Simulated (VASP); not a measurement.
# GaSb (I-4m2) in VASP: single point with PBEsol

Aim: the single point of GaSb with PBEsol.

All numbers are computed with VASP 6.6.1; they aren't measurements. Logs are shortened: lines on timing, memory, paths and dates and some standing lists are left out, and cuts for length are marked.

### Step 1. The cell of the first run

The structure is tetragonal, space group I-4m2 (No. 119). The conventional cell has a = 4.213 Å, b = 4.213 Å, c = 6.111 Å, α = 90.00°, β = 90.00°, γ = 90.00°. Within 3.4 Å of Ga (site symmetry -4m2) lie 4 Sb at 2.60 Å. Sb (site symmetry -4m2) has 4 Ga at 2.60 Å within 3.4 Å.

### Step 2. Single point, PBEsol (strain -0.025 along x and y, +0.000 along z)

The input, INCAR:

```
SYSTEM = GaSb
PREC = Accurate
ENCUT = 520
EDIFF = 1E-6
ISMEAR = 0
SIGMA = 0.15
LREAL = .FALSE.
LASPH = .TRUE.
NELM = 80
ALGO = Normal
ISIF = 2
LWAVE = .FALSE.
LCHARG = .FALSE.
GGA = PS
NBANDS = 16
```

The input, KPOINTS:

```
regular mesh
0
G
  18 18 18
  0 0 0
```

The input, POSCAR:

```
GaSb
1.0
    0.0000000000      2.9792237448      3.0556140972
    2.9792237448      0.0000000000      3.0556140972
    2.9792237448      2.9792237448      0.0000000000
Ga Sb
1 1
Direct
    0.0000000000      0.0000000000      0.0000000000
    0.7500000000      0.7500000000      0.7500000000
```

Potentials or basis: VASP PAW PBE potentials, release 64 (Ga_d, Sb).

Run with:

```bash
> cat potpaw_PBE.64/Ga_d/POTCAR potpaw_PBE.64/Sb/POTCAR > POTCAR
> mpirun -np 1 vasp_std > vasp.out
```

OUTCAR:

```text
SYSTEM = GaSb
   PREC = Accurate
   ENCUT = 520
   EDIFF = 1E-6
   ISMEAR = 0
   LREAL = .FALSE.
   LASPH = .TRUE.
   NELM = 80
   ISIF = 2
   GGA = PS

 ion  position               nearest neighbor table
   1  0.000  0.000  0.000-   2 2.60   2 2.60   2 2.60   2 2.60
   2  0.750  0.750  0.750-   1 2.60   1 2.60   1 2.60   1 2.60

  LATTYP: Found a body centered tetragonal cell.
 ALAT       =     4.2132586252
 C/A-ratio  =     1.4504754486

  Lattice vectors:

 A1 = (  -2.9792237448,   0.0000000000,   3.0556140972)
 A2 = (   2.9792237448,   0.0000000000,   3.0556140972)
 A3 = (   0.0000000000,   2.9792237448,  -3.0556140972)

Analysis of symmetry for initial positions (statically):
=====================================================================
 Subroutine PRICEL returns:
 Original cell was already a primitive cell.

 Routine SETGRP: Setting up the symmetry group for a
 body centered tetragonal supercell.

 Subroutine GETGRP returns: Found  8 space group operations
 (whereof  8 operations were pure point group operations)
 out of a pool of 16 trial point group operations.

The static configuration has the point symmetry D_2d.

Analysis of symmetry for dynamics (positions and initial velocities):
=====================================================================
 Subroutine PRICEL returns:
 Original cell was already a primitive cell.

 Routine SETGRP: Setting up the symmetry group for a
 body centered tetragonal supercell.

 Subroutine GETGRP returns: Found  8 space group operations
 (whereof  8 operations were pure point group operations)
 out of a pool of 16 trial point group operations.

The dynamic configuration has the point symmetry D_2d.

 Subroutine INISYM returns: Found  8 space group operations
 (whereof  8 operations are pure point group operations),
 and found     1 'primitive' translations

----------------------------------------------------------------------------------------

                                     Primitive cell

  volume of cell :      54.2419

  direct lattice vectors                    reciprocal lattice vectors
     0.000000000  2.979223745  3.055614097    -0.167828952  0.167828952  0.163633229
     2.979223745  0.000000000  3.055614097     0.167828952 -0.167828952  0.163633229
     2.979223745  2.979223745  0.000000000     0.167828952  0.167828952 -0.163633229

  length of vectors
     4.267616622  4.267616622  4.213258625     0.288286226  0.288286226  0.288286226

  position of ions in fractional coordinates (direct lattice)
     0.000000000  0.000000000  0.000000000
     0.750000000  0.750000000  0.750000000

  ion indices of the primitive-cell ions
   primitive index   ion index
                 1           1
                 2           2

----------------------------------------------------------------------------------------

 KPOINTS: regular mesh

Automatic generation of k-mesh.
 Grid dimensions read from file:
 generate k-points for:   18   18   18

 Generating k-lattice:

  Cartesian coordinates                     Fractional coordinates (reciprocal lattice)
    -0.009323831  0.009323831  0.009090735     0.055555556  0.000000000  0.000000000
     0.009323831 -0.009323831  0.009090735     0.000000000  0.055555556  0.000000000
     0.009323831  0.009323831 -0.009090735     0.000000000  0.000000000  0.055555556

  Length of vectors
     0.016015901  0.016015901  0.016015901

  Shift w.r.t. Gamma in fractional coordinates (k-lattice)
     0.000000000  0.000000000  0.000000000

 Subroutine IBZKPT returns following result:
 ===========================================

 Found    480 irreducible k-points:

 Following reciprocal coordinates:
            Coordinates               Weight
  0.000000  0.000000  0.000000      1.000000
  0.055556  0.000000  0.000000      8.000000
  0.111111  0.000000  0.000000      8.000000
  0.166667  0.000000  0.000000      8.000000
  0.222222  0.000000  0.000000      8.000000
  0.277778  0.000000  0.000000      8.000000
[... 16 lines left out ...]
 -0.277778  0.055556  0.000000      8.000000
 -0.222222  0.055556  0.000000      8.000000
 [... further k-points ...]
   k-points           NKPTS =    480   k-points in BZ     NKDIM =    480   number of bands    NBANDS=     16
   number of dos      NEDOS =    301   number of ions     NIONS =      2
   total plane-waves  NPLWV =  32768
   dimension x,y,z NGX =    32 NGY =   32 NGZ =   32
   dimension x,y,z NGXF=    64 NGYF=   64 NGZF=   64
   ions per type =               1   1
   NGX,Y,Z   is equivalent  to a cutoff of  12.47, 12.47, 12.63 a.u.
   NGXF,Y,Z  is equivalent  to a cutoff of  24.93, 24.93, 25.25 a.u.
 SYSTEM =  GaSb
   PREC   = accura    normal or accurate (medium, high low for compatibility)
   ISTART =      0    job   : 0-new  1-cont  2-samecut
   ICHARG =      2    charge: 1-file 2-atom 10-const
   ISPIN  =      1    spin polarized calculation?
   LNONCOLLINEAR =      F non collinear calculations
   LSORBIT =      F    spin-orbit coupling
   LASPH  =      T    aspherical Exc in radial PAW
   ENCUT  =  520.0 eV  38.22 Ry    6.18 a.u.   7.93  7.93  7.83*2*pi/ulx,y,z
   NELM   =     80;   NELMIN=  2; NELMDL= -5     # of ELM steps
   EDIFF  = 0.1E-05   stopping-criterion for ELM
   LREAL  =      F    real-space projection
   EDIFFG = 0.1E-04   stopping-criterion for IOM
   NSW    =      0    number of steps for IOM
   IBRION =     -1    ionic relax: 0-MD 1-quasi-New 2-CG
   NFREE  =      0    steps in history (QN), initial steepest desc. (CG)
   ISIF   =      2    stress and relaxation
   ISYM   =      2    0-nonsym 1-usesym 2-fastsym
   POTIM  = 0.5000    time-step for ionic-motion
   TEBEG  =    0.0;   TEEND  =   0.0 temperature during run
   PSTRESS=    0.0 pullay stress
   NELECT =      18.0000    total number of electrons
   NUPDOWN=      -1.0000    fix difference up-down
   EMIN   =  10.00;   EMAX   =-10.00  energy-range for DOS
   EFERMI =   0.00;   METHOD = LEGACY
   ISMEAR =     0;   SIGMA  =   0.15  broadening in eV -4-tet -1-fermi 0-gaus
   EFERMI_NEDOS =   21; number of points for ismear=-14 and -15
   IALGO  =     38    algorithm
   IMIX   =      4    mixing-type and parameters
     AMIX     =   0.40;   BMIX     =  1.00
     AMIX_MAG =   1.60;   BMIX_MAG =  1.00
  volume/ion in A,a.u.               =      27.12       183.02
  Fermi-wavevector in a.u.,A,eV,Ry     =   1.133411  2.141836 17.478323  1.284620
  Thomas-Fermi vector in A             =   2.270114
   LORBIT       =      0    0 simple, 1 ext, 2 COOP (PROOUT), +10 PAW based schemes
   GGA     = PS    functional components
   LHFCALC =     F    Hartree Fock is set to
   AEXX    =    0.0000 exact exchange contribution
   IVDW    =     0    specifies the selected vdW correction
   LEPSILON=     F    determine dielectric tensor
   LRPA    =     F    only Hartree local field effects (RPA)
 non-spin polarized calculation
 Gauss-broadening in eV      SIGMA  =   0.15
  energy-cutoff  :      520.00
  volume of cell :       54.24
 maximum number of plane-waves:      1478
   NGX = 15   NGY = 15   NGZ = 15

 number of electron      18.0000004 magnetization

 Free energy of the ion-electron system (eV)
  ---------------------------------------------------
  ext. energy  EPLUGINS =         0.00000000
  ---------------------------------------------------
  free energy    TOTEN  =        -8.12586997 eV

  energy without entropy =       -8.12582324  energy(sigma->0) =       -8.12584661

 E-fermi :   5.5295     XC(G=0):  -9.5044

 val. band max:        5.3500585999   @ k =   0.0000   0.0000   0.0000
 cond. band min:       5.6742273488   @ k =   0.0000   0.0000   0.0000
 fundamental gap:      0.3241687489
 Fermi energy:         5.5295345781

 k-point     1 :       0.0000    0.0000    0.0000
  band No.  band energies     occupation
      1      -9.8171      2.00000
      2      -9.8140      2.00000
      3      -9.8140      2.00000
      4      -9.7568      2.00000
      5      -9.7549      2.00000
      6      -6.5952      2.00000
[... 8 lines left out ...]
     15      13.7639      0.00000
     16      14.2263      0.00000

 k-point     2 :       0.0556    0.0000    0.0000
  band No.  band energies     occupation
      1      -9.8173      2.00000
      2      -9.8145      2.00000
      3      -9.8136      2.00000
      4      -9.7568      2.00000
      5      -9.7550      2.00000
      6      -6.5611      2.00000
[... 8 lines left out ...]
     15      13.4238      0.00000
     16      13.8351      0.00000

 k-point     3 :       0.1111    0.0000    0.0000
  band No.  band energies     occupation
      1      -9.8197      2.00000
      2      -9.8140      2.00000
      3      -9.8123      2.00000
      4      -9.7571      2.00000
      5      -9.7551      2.00000
      6      -6.4594      2.00000
[... 8 lines left out ...]
     15      13.0126      0.00000
     16      13.3542      0.00000

 k-point     4 :       0.1667    0.0000    0.0000
  band No.  band energies     occupation
      1      -9.8244      2.00000
      2      -9.8122      2.00000
      3      -9.8103      2.00000
      4      -9.7573      2.00000
      5      -9.7552      2.00000
      6      -6.2928      2.00000
[... 8 lines left out ...]
     15      12.7826      0.00000
     16      13.0221      0.00000
[... 324 lines left out ...]
 k-point    22 :      -0.3333    0.0556    0.0000
  band No.  band energies     occupation
      1      -9.8444      2.00000
      2      -9.8044      2.00000
      3      -9.8031      2.00000
      4      -9.7583      2.00000
      5      -9.7542      2.00000
      6      -5.3406      2.00000
[... 8 lines left out ...]
     15      13.1858      0.00000
     16      14.5553      0.00000

 k-point    23 :      -0.2778    0.0556    0.0000
  band No.  band energies     occupation
      1      -9.8391      2.00000
      2      -9.8061      2.00000
      3      -9.8051      2.00000
      4      -9.7585      2.00000
      5      -9.7545      2.00000
      6      -5.6550      2.00000
[... 8 lines left out ...]
     15      12.7325      0.00000
     16      13.8883      0.00000

 k-point    24 :      -0.2222    0.0556    0.0000
  band No.  band energies     occupation
      1      -9.8331      2.00000
      2      -9.8083      2.00000
      3      -9.8074      2.00000
      4      -9.7584      2.00000
      5      -9.7547      2.00000
      6      -5.9455      2.00000
[... 8 lines left out ...]
     15      12.5354      0.00000
     16      13.4249      0.00000

 [... further k-points ...]
[... 5 lines left out ...]
  --------------------------------------------------------------------------------------
  -------------------------------------------------------------------------------------
  Total        1.1693850      1.1693850      0.7652667      0.0000000      0.0000000      0.0000000
  in kB       34.5408758     34.5408758     22.6041737      0.0000000      0.0000000      0.0000000
  external PRESSURE =      30.5619751 kB  Pullay stress =       0.0000000 kB

 VOLUME and BASIS-vectors are now :
 -----------------------------------------------------------------------------
  energy-cutoff  :      520.00
  volume of cell :       54.24
      direct lattice vectors                 reciprocal lattice vectors
     0.000000000  2.979223745  3.055614097    -0.167828952  0.167828952  0.163633229
     2.979223745  0.000000000  3.055614097     0.167828952 -0.167828952  0.163633229
     2.979223745  2.979223745  0.000000000     0.167828952  0.167828952 -0.163633229

 POSITION                                       TOTAL-FORCE (eV/Angst)
 -----------------------------------------------------------------------------------
      0.00000      0.00000      0.00000        -0.000000     -0.000000     -0.000000
      4.46884      4.46884      4.58342         0.000000      0.000000      0.000000
 -----------------------------------------------------------------------------------
    total drift:                                0.000000      0.000000     -0.000002

  FREE ENERGIE OF THE ION-ELECTRON SYSTEM (eV)
  ---------------------------------------------------
  free  energy   TOTEN  =        -8.1258699670 eV

  energy  without entropy=       -8.1258232444  energy(sigma->0) =       -8.12584661
```

Run time: 5.2 min. Hardware: 1 thread of Intel Xeon 6975P-C (Granite Rapids), shared host; peak memory 0.53 GiB.

What came out:

| Quantity | Value |
| --- | --- |
| Free energy | -8.1259 eV |
| Pressure | 3.1 GPa |
| Band gap on the k mesh | 0.32 eV |

Caveat: the cell differs from its parent crystal (strain -0.025 along x and y, +0.000 along z); the cell stands under pressure; semilocal functionals underestimate gaps, and a narrow one can read as zero; the PAW data sets were made with another functional, which shifts forces and pressure a little; spin-orbit coupling is left out, which moves the levels of the heavy elements.
